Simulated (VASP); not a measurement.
# CuSi16 (a cell with a defect) in VASP: single point with PBEsol

Aim: the single point of CuSi16 (a cell with a defect) with PBEsol.

All numbers are computed with VASP 6.6.1; they aren't measurements. Logs are shortened: lines on timing, memory, paths and dates and some standing lists are left out, and cuts for length are marked.

## (1) The cell of the first run

The cell holds a defect, 17 atoms: a = 7.679 Å, b = 7.679 Å, c = 7.679 Å, α = 60.00°, β = 60.00°, γ = 60.00°.

## (2) Single point, PBEsol, collinear spin, zero start

The input, INCAR:

```
SYSTEM = CuSi16
PREC = Accurate
ENCUT = 520
EDIFF = 1E-7
ISMEAR = -1
SIGMA = 0.02
LREAL = Auto
LASPH = .TRUE.
NELM = 150
ALGO = Normal
ISIF = 2
LWAVE = .FALSE.
LCHARG = .FALSE.
ISPIN = 2
MAGMOM = 0 0 0 0 0 0 0 0 0 0 0 0 0 0 0 0 0
LORBIT = 11
LMAXMIX = 4
GGA = PS
NBANDS = 56
```

The input, KPOINTS:

```
regular mesh
0
G
  2 2 2
  0 0 0
```

The input, POSCAR:

```
CuSi16
1.0
    0.0000000000      5.4300000000      5.4300000000
    5.4300000000      0.0000000000      5.4300000000
    5.4300000000      5.4300000000      0.0000000000
Si Cu
16 1
Direct
   -0.0035460405      0.0075495396     -0.0039228361
    0.1258972376      0.1248900552      0.1241145488
    0.0037106814     -0.0011331492      0.4983434622
    0.1268084715      0.1294585635      0.6190443831
   -0.0035397790      0.4997132597     -0.0039189687
    0.1096617864      0.6378413444      0.1144627072
    0.0025001842      0.5066736648      0.4839465930
    0.1268128913      0.6244769797      0.6190458564
    0.5002575506     -0.0003273481      0.0001837017
    0.6185486188      0.1305935543      0.1254640884
    0.5013307551      0.0025248619      0.5000609576
    0.6292191529      0.1222756906      0.6260125230
    0.4798807551      0.5084356354      0.0030424494
    0.6185522099      0.6251809392      0.1254671271
    0.5013339779      0.4958641805      0.5000627072
    0.6214362799      0.6279631676      0.6224226519
    0.8567150092      0.3911901473      0.8607087477
```

Potentials or basis: VASP PAW PBE potentials, release 64 (Si, Cu).

The run is started by

```
cat potpaw_PBE.64/Si/POTCAR potpaw_PBE.64/Cu/POTCAR > POTCAR
mpirun -np 1 vasp_std > vasp.out
```

OUTCAR:

```text
SYSTEM = CuSi16
   PREC = Accurate
   ENCUT = 520
   EDIFF = 1E-7
   ISMEAR = -1
   LREAL = Auto
   LASPH = .TRUE.
   NELM = 150
   ISIF = 2
   ISPIN = 2
   LORBIT = 11
   GGA = PS

 ion  position               nearest neighbor table
   1  0.996  0.008  0.996-   6 2.32   2 2.35   4 2.36  10 2.37  17 2.41
   2  0.126  0.125  0.124-   3 2.35   9 2.35   1 2.35   5 2.35  17 2.89
   3  0.004  0.999  0.498-   2 2.35   8 2.35   4 2.35  12 2.35
   4  0.127  0.129  0.619-   3 2.35  11 2.35   1 2.36   7 2.37  17 2.74
   5  0.996  0.500  0.996-   6 2.32   2 2.35   8 2.36  14 2.37  17 2.41
   6  0.110  0.638  0.114-   7 2.32   1 2.32   5 2.32  13 2.32
   7  0.003  0.507  0.484-   6 2.32   4 2.37   8 2.37  17 2.37  16 2.39
   8  0.127  0.624  0.619-   3 2.35  15 2.35   5 2.36   7 2.37  17 2.74
   9  0.500  1.000  0.000-  12 2.35   2 2.35  14 2.35  10 2.35
  10  0.619  0.131  0.125-   9 2.35  11 2.35   1 2.37  13 2.37  17 2.71
  11  0.501  0.003  0.500-  12 2.34   4 2.35  16 2.35  10 2.35
  12  0.629  0.122  0.626-  15 2.34  11 2.34   9 2.35   3 2.35
  13  0.480  0.508  0.003-   6 2.32  17 2.37  14 2.37  10 2.37  16 2.39
  14  0.619  0.625  0.125-   9 2.35  15 2.35   5 2.37  13 2.37  17 2.71
  15  0.501  0.496  0.500-  12 2.34   8 2.35  16 2.35  14 2.35
  16  0.621  0.628  0.622-  15 2.35  11 2.35  13 2.39   7 2.39  17 2.57
  17  0.857  0.391  0.861-  13 2.37   7 2.37   1 2.41   5 2.41  16 2.57  14 2.71  10 2.71   8 2.74
                             4 2.74   2 2.89

  LATTYP: Found a face centered cubic cell.
 ALAT       =    10.8600000000

  Lattice vectors:

 A1 = (   0.0000000000,   5.4300000000,   5.4300000000)
 A2 = (   5.4300000000,   0.0000000000,   5.4300000000)
 A3 = (   5.4300000000,   5.4300000000,   0.0000000000)

Analysis of symmetry for initial positions (statically):
=====================================================================
 Subroutine PRICEL returns:
 Original cell was already a primitive cell.

 Routine SETGRP: Setting up the symmetry group for a
 face centered cubic supercell.

 Subroutine GETGRP returns: Found  1 space group operations
 (whereof  1 operations were pure point group operations)
 out of a pool of 48 trial point group operations.

The static configuration has the point symmetry C_1 .

Analysis of symmetry for dynamics (positions and initial velocities):
=====================================================================
 Subroutine PRICEL returns:
 Original cell was already a primitive cell.

 Routine SETGRP: Setting up the symmetry group for a
 face centered cubic supercell.

 Subroutine GETGRP returns: Found  1 space group operations
 (whereof  1 operations were pure point group operations)
[... 174 lines left out ...]
  ---------------------------------------------------
  free energy    TOTEN  =       -93.41274485 eV

  energy without entropy =      -93.39125871  energy(sigma->0) =      -93.40200178

 E-fermi :   6.7665     XC(G=0):  -9.8099

 val. band max:        6.7537834393   @ k =   0.0000   0.0000   0.5000
 cond. band min:       6.7738525657   @ k =   0.5000   0.5000   0.5000
 fundamental gap:      0.0200691264
 Fermi energy:         6.7664534224

 spin component 1

 k-point     1 :       0.0000    0.0000    0.0000
  band No.  band energies     occupation
      1      -6.0072      1.00000
      2      -3.6040      1.00000
      3      -3.6019      1.00000
      4      -3.5885      1.00000
      5      -3.5693      1.00000
      6      -2.0964      1.00000
[... 405 lines left out ...]
     48      10.3483      0.00000
     49      10.3542      0.00000
 Fermi energy:         6.7664534224

 spin component 2

 k-point     1 :       0.0000    0.0000    0.0000
  band No.  band energies     occupation
      1      -6.0078      1.00000
      2      -3.6045      1.00000
      3      -3.6023      1.00000
      4      -3.5890      1.00000
      5      -3.5698      1.00000
      6      -2.0974      1.00000
[... 405 lines left out ...]
     48      10.3474      0.00000
     49      10.3534      0.00000
 [bands above 49 left out]

------------------------ aborting loop because EDIFF is reached ----------------------------------------

  FORCE on cell =-STRESS in cart. coord.  units (eV):
  Direction    XX          YY          ZZ          XY          YZ          ZX
  --------------------------------------------------------------------------------------
  -------------------------------------------------------------------------------------
  Total        4.5670588      4.6423827      4.5706316      0.0932645     -0.0937071     -0.0673233
  in kB       22.8516573     23.2285466     22.8695342      0.4666565     -0.4688711     -0.3368578
  external PRESSURE =      22.9832460 kB  Pullay stress =       0.0000000 kB

 VOLUME and BASIS-vectors are now :
 -----------------------------------------------------------------------------
  energy-cutoff  :      520.00
  volume of cell :      320.21
      direct lattice vectors                 reciprocal lattice vectors
     0.000000000  5.430000000  5.430000000    -0.092081031  0.092081031  0.092081031
     5.430000000  0.000000000  5.430000000     0.092081031 -0.092081031  0.092081031
     5.430000000  5.430000000  0.000000000     0.092081031  0.092081031 -0.092081031

 POSITION                                       TOTAL-FORCE (eV/Angst)
 -----------------------------------------------------------------------------------
      5.44969     10.81944      5.45174        -0.006113     -0.009269     -0.011339
      1.35209      1.35756      1.36177        -0.000998      0.012592      0.001622
      8.12985      2.72615      5.44400         0.020385     -0.012532     -0.019838
      4.06437      4.04998      1.39153        -0.007989     -0.002761      0.007091
      8.12216     10.81950      8.12422         0.011278     -0.009075      0.006601
      4.08501      1.21700      4.05894        -0.007595      0.027169      0.006046
[... 9 lines left out ...]
      6.78959      6.75415      6.78424        -0.004242     -0.021359      0.004268
      6.79781      9.32561      6.77612         0.005804      0.006406     -0.005794
 -----------------------------------------------------------------------------------
    total drift:                                0.005033     -0.003227     -0.004259

  FREE ENERGIE OF THE ION-ELECTRON SYSTEM (eV)
  ---------------------------------------------------
  free  energy   TOTEN  =       -93.4127448505 eV

  energy  without entropy=      -93.3912587096  energy(sigma->0) =      -93.40200178

 total charge

# of ion       s       p       d       tot
------------------------------------------
    1        0.732   0.968   0.000   1.700
    2        0.741   0.948   0.000   1.688
    3        0.742   0.952   0.000   1.694
    4        0.738   0.945   0.000   1.683
    5        0.732   0.968   0.000   1.700
    6        0.776   0.939   0.000   1.715
[... 9 lines left out ...]
   16        0.735   0.946   0.000   1.681
   17        0.482   0.414   9.220  10.116
--------------------------------------------------
tot         12.322  15.650   9.220  37.193

 magnetization (x)

# of ion       s       p       d       tot
------------------------------------------
    1       -0.000  -0.000   0.000  -0.000
    2       -0.000  -0.000   0.000  -0.000
    3       -0.000  -0.000   0.000  -0.000
    4       -0.000  -0.000   0.000  -0.000
    5       -0.000  -0.000   0.000  -0.000
    6       -0.000  -0.000   0.000  -0.001
[... 9 lines left out ...]
   16       -0.000  -0.000   0.000  -0.000
   17       -0.001  -0.000  -0.000  -0.001
--------------------------------------------------
tot         -0.002  -0.001  -0.000  -0.003
```

Run time: 30 min. Hardware: 1 thread of Intel Xeon 8259CL, shared host; peak memory 0.73 GiB.

What came out:

- Free energy: -93.4127 eV
- Pressure: 2.3 GPa
- Largest force: 0.031 eV/Å
- Net moment: -0.01 μB per cell
- Valence electrons inside the program's atomic spheres: Si 1.70, 1.69, 1.68, 1.72 (each value once); Cu 10.12

Forces in eV/Å, atoms in the order of the input:
```
Si  -0.006 -0.009 -0.011
Si  -0.001  0.013  0.002
Si   0.020 -0.013 -0.020
Si  -0.008 -0.003  0.007
Si   0.011 -0.009  0.007
Si  -0.008  0.027  0.006
Si   0.000 -0.005 -0.001
Si  -0.006 -0.003  0.008
Si  -0.016 -0.006  0.017
Si   0.002 -0.003 -0.008
Si   0.001  0.014  0.008
Si   0.002  0.002 -0.002
Si   0.008 -0.002 -0.007
Si   0.008 -0.003 -0.002
Si  -0.008  0.014 -0.001
Si  -0.004 -0.021  0.004
Cu   0.006  0.006 -0.006
```

Levels at points of the mesh, in eV from the Fermi level:
Spin up:
| k point | band 35 | band 36 | band 37 | band 38 | band 39 | band 40 |
| --- | --- | --- | --- | --- | --- | --- |
| (0.00, 0.00, 0.00) | -1.14 | -0.59 | -0.54 | -0.49 | 0.02 | 0.02 |
| (0.50, 0.00, 0.00) | -1.34 | -1.16 | -1.15 | -0.03 | 0.61 | 0.81 |
| (0.00, 0.50, 0.00) | -1.33 | -1.15 | -1.09 | 0.01 | 0.52 | 0.78 |
| (0.00, 0.00, 0.50) | -1.33 | -1.16 | -1.15 | -0.01 | 0.59 | 0.80 |
| (0.50, 0.50, 0.50) | -1.33 | -1.15 | -1.09 | 0.01 | 0.52 | 0.78 |
| (0.50, 0.50, 0.00) | -1.92 | -1.89 | -1.38 | 0.14 | 0.53 | 1.52 |
| (0.00, 0.50, 0.50) | -1.92 | -1.89 | -1.38 | 0.14 | 0.53 | 1.52 |
| (0.50, 0.00, 0.50) | -1.90 | -1.88 | -1.36 | 0.13 | 0.53 | 1.51 |
Spin down:
```tsv
k point	band 35	band 36	band 37	band 38	band 39	band 40
(0.00, 0.00, 0.00)	-1.14	-0.59	-0.54	-0.49	0.02	0.02
(0.50, 0.00, 0.00)	-1.34	-1.16	-1.15	-0.03	0.61	0.81
(0.00, 0.50, 0.00)	-1.33	-1.15	-1.09	0.01	0.52	0.78
(0.00, 0.00, 0.50)	-1.33	-1.16	-1.15	-0.01	0.59	0.80
(0.50, 0.50, 0.50)	-1.33	-1.15	-1.09	0.01	0.52	0.78
(0.50, 0.50, 0.00)	-1.92	-1.89	-1.38	0.14	0.53	1.52
(0.00, 0.50, 0.50)	-1.92	-1.89	-1.38	0.14	0.53	1.52
(0.50, 0.00, 0.50)	-1.90	-1.88	-1.36	0.13	0.53	1.51
```

Caveat: the k points lie up to 0.50 Å⁻¹ apart; no moment was typed at the start, so none could form; the PAW data sets were made with another functional, which shifts forces and pressure a little.
